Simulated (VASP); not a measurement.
# Cr (Pm-3m) in VASP: further runs

Cr is run at these levels: LDA; tasks: single point.

Everything below comes from runs of VASP 6.6.1. Logs are shortened: lines on timing, memory, paths and dates and some standing lists are left out, and cuts for length are marked.

### Step 1. The cell of the first run

It takes space group Pm-3m (No. 221, cubic). Conventional cell: a = 2.343 Å, b = 2.343 Å, c = 2.343 Å, α = 90.00°, β = 90.00°, γ = 90.00°. Cr (site symmetry m-3m) has 6 Cr at 2.34 Å within 3.1 Å.

This isn't the form of Cr at room conditions, which is bcc.

### Step 2. Single point, LDA, collinear spin, antiferromagnetic start (12.86 Å³/atom)

File INCAR:

```
SYSTEM = Cr
ALGO = Normal
EDIFF = 1E-7
ENCUT = 520
GGA = CA
ISIF = 2
ISMEAR = -1
ISPIN = 2
LASPH = .True.
LCHARG = .False.
LMAXMIX = 4
LORBIT = 11
LREAL = .False.
LWAVE = .False.
MAGMOM = 1.5 -1.5
NBANDS = 23
NELM = 150
PREC = Accurate
SIGMA = 0.05
```

File KPOINTS:

```
k-points
0
Gamma
  13 13 13
  0 0 0
```

File POSCAR:

```
Cr
1.0
    0.0000000000      2.3427186927      2.3427186927
    2.3427186927      0.0000000000      2.3427186927
    2.3427186927      2.3427186927      0.0000000000
Cr
2
Direct
    0.0000000000      0.0000000000      0.0000000000
    0.5000000000      0.5000000000      0.5000000000
```

Potentials or basis: VASP PAW LDA potentials, release 64 (Cr_pv).

On the command line:

```sh
cat potpaw_LDA.64/Cr_pv/POTCAR > POTCAR
mpirun -np 1 vasp_std > vasp.out
```

OUTCAR:

```text
SYSTEM = Cr
   EDIFF = 1E-7
   ENCUT = 520
   GGA = CA
   ISIF = 2
   ISMEAR = -1
   ISPIN = 2
   LASPH = .True.
   LORBIT = 11
   LREAL = .False.
   NELM = 150
   PREC = Accurate

 ion  position               nearest neighbor table
   1  0.000  0.000  0.000-   2 2.34   2 2.34   2 2.34   2 2.34   2 2.34   2 2.34
   2  0.500  0.500  0.500-   1 2.34   1 2.34   1 2.34   1 2.34   1 2.34   1 2.34

  LATTYP: Found a face centered cubic cell.
 ALAT       =     4.6854373854

  Lattice vectors:

 A1 = (   0.0000000000,   2.3427186927,   2.3427186927)
 A2 = (   2.3427186927,   0.0000000000,   2.3427186927)
 A3 = (   2.3427186927,   2.3427186927,   0.0000000000)

Analysis of symmetry for initial positions (statically):
=====================================================================
 Subroutine PRICEL returns following result:

  LATTYP: Found a simple cubic cell.
 ALAT       =     2.3427186927

  Lattice vectors:

 A1 = (  -2.3427186927,   0.0000000000,   0.0000000000)
 A2 = (   0.0000000000,   0.0000000000,   2.3427186927)
 A3 = (   0.0000000000,   2.3427186927,   0.0000000000)

   2 primitive cells build up your supercell.

 Routine SETGRP: Setting up the symmetry group for a
 face centered cubic supercell.

 Subroutine GETGRP returns: Found 48 space group operations
 (whereof 48 operations were pure point group operations)
 out of a pool of 48 trial point group operations.

The static configuration has the point symmetry O_h .

Analysis of symmetry for dynamics (positions and initial velocities):
=====================================================================
 Subroutine PRICEL returns following result:

  LATTYP: Found a simple cubic cell.
 ALAT       =     2.3427186927

  Lattice vectors:

 A1 = (  -2.3427186927,   0.0000000000,   0.0000000000)
 A2 = (   0.0000000000,   0.0000000000,   2.3427186927)
 A3 = (   0.0000000000,   2.3427186927,   0.0000000000)

   2 primitive cells build up your supercell.

 Routine SETGRP: Setting up the symmetry group for a
 face centered cubic supercell.

 Subroutine GETGRP returns: Found 48 space group operations
 (whereof 48 operations were pure point group operations)
 out of a pool of 48 trial point group operations.

The dynamic configuration has the point symmetry O_h .

Analysis of structural, dynamic, and magnetic symmetry:
=====================================================================
 Subroutine PRICEL returns following result:

  LATTYP: Found a simple cubic cell.
 ALAT       =     2.3427186927

  Lattice vectors:

 A1 = (  -2.3427186927,   0.0000000000,   0.0000000000)
 A2 = (   0.0000000000,   0.0000000000,   2.3427186927)
 A3 = (   0.0000000000,   2.3427186927,   0.0000000000)

   2 primitive cells build up your supercell.

 Routine SETGRP: Setting up the symmetry group for a
 face centered cubic supercell.

 Subroutine GETGRP returns: Found 48 space group operations
 (whereof 48 operations were pure point group operations)
 out of a pool of 48 trial point group operations.

The overall configuration has the point symmetry O_h .

 Subroutine INISYM returns: Found 48 space group operations
 (whereof 48 operations are pure point group operations),
 and found     2 'primitive' translations

----------------------------------------------------------------------------------------

                                     Primitive cell

  volume of cell :      12.8576

  direct lattice vectors                    reciprocal lattice vectors
    -2.342718693  0.000000000  0.000000000    -0.426854493  0.000000000  0.000000000
     0.000000000  0.000000000  2.342718693     0.000000000  0.000000000  0.426854493
     0.000000000  2.342718693  0.000000000     0.000000000  0.426854493  0.000000000

  length of vectors
     2.342718693  2.342718693  2.342718693     0.426854493  0.426854493  0.426854493

  position of ions in fractional coordinates (direct lattice)
     0.000000000  0.000000000  0.000000000

  ion indices of the primitive-cell ions
   primitive index   ion index
                 1           1

----------------------------------------------------------------------------------------

 KPOINTS: k-points

Automatic generation of k-mesh.
 Grid dimensions read from file:
 generate k-points for:   13   13   13

 Generating k-lattice:

  Cartesian coordinates                     Fractional coordinates (reciprocal lattice)
    -0.016417481  0.016417481  0.016417481     0.076923077  0.000000000  0.000000000
     0.016417481 -0.016417481  0.016417481     0.000000000  0.076923077  0.000000000
     0.016417481  0.016417481 -0.016417481     0.000000000  0.000000000  0.076923077

  Length of vectors
     0.028435910  0.028435910  0.028435910

  Shift w.r.t. Gamma in fractional coordinates (k-lattice)
     0.000000000  0.000000000  0.000000000

 Subroutine IBZKPT returns following result:
 ===========================================

 Found     84 irreducible k-points:

 Following reciprocal coordinates:
            Coordinates               Weight
  0.000000  0.000000  0.000000      1.000000
  0.076923  0.000000  0.000000      8.000000
  0.153846  0.000000  0.000000      8.000000
  0.230769  0.000000  0.000000      8.000000
  0.307692  0.000000  0.000000      8.000000
  0.384615  0.000000  0.000000      8.000000
[... 16 lines left out ...]
  0.384615  0.153846  0.000000     24.000000
  0.461538  0.153846  0.000000     24.000000
 [... further k-points ...]
   k-points           NKPTS =     84   k-points in BZ     NKDIM =     84   number of bands    NBANDS=     23
   number of dos      NEDOS =    301   number of ions     NIONS =      2
   total plane-waves  NPLWV =  21952
   dimension x,y,z NGX =    28 NGY =   28 NGZ =   28
   dimension x,y,z NGXF=    56 NGYF=   56 NGZF=   56
   ions per type =               2
   NGX,Y,Z   is equivalent  to a cutoff of  14.05, 14.05, 14.05 a.u.
   NGXF,Y,Z  is equivalent  to a cutoff of  28.10, 28.10, 28.10 a.u.
 SYSTEM =  Cr
   PREC   = accura    normal or accurate (medium, high low for compatibility)
   ISTART =      0    job   : 0-new  1-cont  2-samecut
   ICHARG =      2    charge: 1-file 2-atom 10-const
   ISPIN  =      2    spin polarized calculation?
   LNONCOLLINEAR =      F non collinear calculations
   LSORBIT =      F    spin-orbit coupling
   LASPH  =      T    aspherical Exc in radial PAW
   ENCUT  =  520.0 eV  38.22 Ry    6.18 a.u.   6.16  6.16  6.16*2*pi/ulx,y,z
   NELM   =    150;   NELMIN=  2; NELMDL= -5     # of ELM steps
   EDIFF  = 0.1E-06   stopping-criterion for ELM
   LREAL  =      F    real-space projection
   EDIFFG = 0.1E-05   stopping-criterion for IOM
   NSW    =      0    number of steps for IOM
   IBRION =     -1    ionic relax: 0-MD 1-quasi-New 2-CG
   NFREE  =      0    steps in history (QN), initial steepest desc. (CG)
   ISIF   =      2    stress and relaxation
   ISYM   =      2    0-nonsym 1-usesym 2-fastsym
   POTIM  = 0.5000    time-step for ionic-motion
   TEBEG  =    0.0;   TEEND  =   0.0 temperature during run
   PSTRESS=    0.0 pullay stress
   NELECT =      24.0000    total number of electrons
   NUPDOWN=      -1.0000    fix difference up-down
   EMIN   =  10.00;   EMAX   =-10.00  energy-range for DOS
   EFERMI =   0.00;   METHOD = LEGACY
   ISMEAR =    -1;   SIGMA  =   0.05  broadening in eV -4-tet -1-fermi 0-gaus
   EFERMI_NEDOS =   21; number of points for ismear=-14 and -15
   IALGO  =     38    algorithm
   IMIX   =      4    mixing-type and parameters
     AMIX     =   0.40;   BMIX     =  1.00
     AMIX_MAG =   1.60;   BMIX_MAG =  1.00
  volume/ion in A,a.u.               =      12.86        86.77
  Fermi-wavevector in a.u.,A,eV,Ry     =   1.599859  3.023296 34.824786  2.559550
  Thomas-Fermi vector in A             =   2.697086
   LORBIT       =     11    0 simple, 1 ext, 2 COOP (PROOUT), +10 PAW based schemes
   GGA     = CA    functional components
   LHFCALC =     F    Hartree Fock is set to
   AEXX    =    0.0000 exact exchange contribution
   IVDW    =     0    specifies the selected vdW correction
   LEPSILON=     F    determine dielectric tensor
   LRPA    =     F    only Hartree local field effects (RPA)
 spin polarized calculation
  energy-cutoff  :      520.00
  volume of cell :       25.72
 maximum number of plane-waves:       702
 NGX is ok and might be reduce to    28
   NGX = 13   NGY = 13   NGZ = 13

 number of electron      23.9999989 magnetization       0.0000000

 number of electron      23.9999989 magnetization      -0.0000000

 Free energy of the ion-electron system (eV)
  ---------------------------------------------------
  ext. energy  EPLUGINS =         0.00000000
  ---------------------------------------------------
  free energy    TOTEN  =       -19.10305776 eV

  energy without entropy =      -19.07883979  energy(sigma->0) =      -19.09094877

 E-fermi :   9.3814     XC(G=0): -13.2520

 val. band max:        9.3581084080   @ k =  -0.4615   0.3846   0.1538
 cond. band min:       9.3911273817   @ k =  -0.2308   0.3846   0.1538
 fundamental gap:      0.0330189737
 Fermi energy:         9.3814262774

 spin component 1

 k-point     1 :       0.0000    0.0000    0.0000
  band No.  band energies     occupation
      1     -33.4976      1.00000
      2     -33.4976      1.00000
      3     -33.4976      1.00000
      4     -32.7465      1.00000
      5     -32.7465      1.00000
      6     -32.7465      1.00000
[... 15 lines left out ...]
     22      23.3121      0.00000
     23      23.3121      0.00000
[... 575 lines left out ...]
      1     -33.4308      1.00000
      2     -33.4085      1.00000
      3     -33.4068      1.00000
      4     -32.9194      1.00000
      5     -32.8952      1.00000
      6     -32.8746      1.00000
[... 15 lines left out ...]
     22      20.7430      0.00000
     23      23.5246      0.00000

 [... further k-points ...]

 spin component 2

 k-point     1 :       0.0000    0.0000    0.0000
  band No.  band energies     occupation
      1     -33.4976      1.00000
      2     -33.4976      1.00000
      3     -33.4976      1.00000
      4     -32.7465      1.00000
      5     -32.7465      1.00000
      6     -32.7465      1.00000
[... 15 lines left out ...]
     22      23.3121      0.00000
     23      23.3121      0.00000
[... 575 lines left out ...]
      1     -33.4308      1.00000
      2     -33.4085      1.00000
      3     -33.4068      1.00000
      4     -32.9194      1.00000
      5     -32.8952      1.00000
      6     -32.8746      1.00000
[... 15 lines left out ...]
     22      20.7430      0.00000
     23      23.5246      0.00000

 [... further k-points ...]
[... 5 lines left out ...]
  --------------------------------------------------------------------------------------
  -------------------------------------------------------------------------------------
  Total       -2.3772585     -2.3772585     -2.3772585      0.0000000      0.0000000      0.0000000
  in kB     -148.1141572   -148.1141572   -148.1141572      0.0000000      0.0000000      0.0000000
  external PRESSURE =    -148.1141572 kB  Pullay stress =       0.0000000 kB

 VOLUME and BASIS-vectors are now :
 -----------------------------------------------------------------------------
  energy-cutoff  :      520.00
  volume of cell :       25.72
      direct lattice vectors                 reciprocal lattice vectors
     0.000000000  2.342718693  2.342718693    -0.213427247  0.213427247  0.213427247
     2.342718693  0.000000000  2.342718693     0.213427247 -0.213427247  0.213427247
     2.342718693  2.342718693  0.000000000     0.213427247  0.213427247 -0.213427247

 POSITION                                       TOTAL-FORCE (eV/Angst)
 -----------------------------------------------------------------------------------
      0.00000      0.00000      0.00000        -0.000000     -0.000000      0.000000
      2.34272      2.34272      2.34272         0.000000      0.000000     -0.000000
 -----------------------------------------------------------------------------------
    total drift:                                0.000000      0.000000      0.000000

  FREE ENERGIE OF THE ION-ELECTRON SYSTEM (eV)
  ---------------------------------------------------
  free  energy   TOTEN  =       -19.1030577578 eV

  energy  without entropy=      -19.0788397897  energy(sigma->0) =      -19.09094877

 total charge

# of ion       s       p       d       tot
------------------------------------------
    1        0.431   6.290   4.359  11.081
    2        0.431   6.290   4.359  11.081
--------------------------------------------------
tot          0.863  12.580   8.718  22.161

 magnetization (x)

# of ion       s       p       d       tot
------------------------------------------
    1        0.000  -0.000   0.000   0.000
    2       -0.000   0.000  -0.000  -0.000
--------------------------------------------------
tot          0.000   0.000   0.000   0.000
```

Wall time 3.3 min (1 thread of Intel Xeon 8259CL, shared host); peak memory 0.2 GiB.

What came out:

| Item | Value |
| --- | --- |
| Free energy | -19.1031 eV |
| Pressure | -14.8 GPa |
| Band gap on the k mesh | zero (filled and empty bands overlap) |
| Net moment | 0.00 μB per cell |
| Valence electrons inside the program's atomic spheres | Cr 11.08 |

Levels at points of the mesh, in eV from the Fermi level:
Spin up:
```tsv
k point	band 8	band 9	band 10	band 11	band 12	band 13	band 14	band 15	band 16	band 17
(0.00, 0.00, 0.00)	-3.13	-3.13	-2.93	-2.93	-2.93	2.42	2.42	2.42	3.90	3.90
```
Spin down:
| k point | band 8 | band 9 | band 10 | band 11 | band 12 | band 13 | band 14 | band 15 | band 16 | band 17 |
| --- | --- | --- | --- | --- | --- | --- | --- | --- | --- | --- |
| (0.00, 0.00, 0.00) | -3.13 | -3.13 | -2.93 | -2.93 | -2.93 | 2.42 | 2.42 | 2.42 | 3.90 | 3.90 |

Caveat: the cell stands under tension; an empty level that is flat over the whole mesh can mark a ghost state of the potentials, or a narrow d or f band.

### Step 3. Single point, LDA, collinear spin, antiferromagnetic start (13.33 Å³/atom)

This run uses another cell than the first one, of 13.33 Å³/atom.

File INCAR:

```
PREC = Accurate
ENCUT = 520
EDIFF = 1E-6
ISMEAR = -1
SIGMA = 0.05
LREAL = F
LASPH = T
NELM = 150
ALGO = Normal
ISIF = 2
LWAVE = F
LCHARG = F
ISPIN = 2
MAGMOM = 1.5 -1.5
LORBIT = 11
LMAXMIX = 4
GGA = CA
NBANDS = 23
```

File KPOINTS:

```
Automatic mesh
0
Gamma
  13 13 13
```

File POSCAR:

```
Cr
1.0
    0.0000000000      2.3712912488      2.3712912488
    2.3712912488      0.0000000000      2.3712912488
    2.3712912488      2.3712912488      0.0000000000
Cr
2
Direct
    0.0000000000      0.0000000000      0.0000000000
    0.5000000000      0.5000000000      0.5000000000
```

Potentials or basis: VASP PAW LDA potentials, release 64 (Cr_pv).

On the command line:

```sh
cat potpaw_LDA.64/Cr_pv/POTCAR > POTCAR
mpirun -np 1 vasp_std > vasp.out
```

It took 3.2 min on 1 thread of Intel Xeon 8259CL, shared host; peak memory 0.2 GiB.

It converged, with:

* Free energy: -18.9987 eV
* Pressure: -20.2 GPa
* Band gap on the k mesh: zero (filled and empty bands overlap)
* Net moment: 0.00 μB per cell
* Valence electrons inside the program's atomic spheres: Cr 11.02

Levels at points of the mesh, in eV from the Fermi level:
Spin up:
| k point | band 10 | band 11 | band 12 | band 13 | band 14 | band 15 |
| --- | --- | --- | --- | --- | --- | --- |
| (0.00, 0.00, 0.00) | -2.78 | -2.78 | -2.78 | 2.30 | 2.30 | 2.30 |
Spin down:
| k point | band 10 | band 11 | band 12 | band 13 | band 14 | band 15 |
| --- | --- | --- | --- | --- | --- | --- |
| (0.00, 0.00, 0.00) | -2.78 | -2.78 | -2.78 | 2.30 | 2.30 | 2.30 |

Caveat: the cell stands under tension; an empty level that is flat over the whole mesh can mark a ghost state of the potentials, or a narrow d or f band.

(Continued in part 2 of 2.)
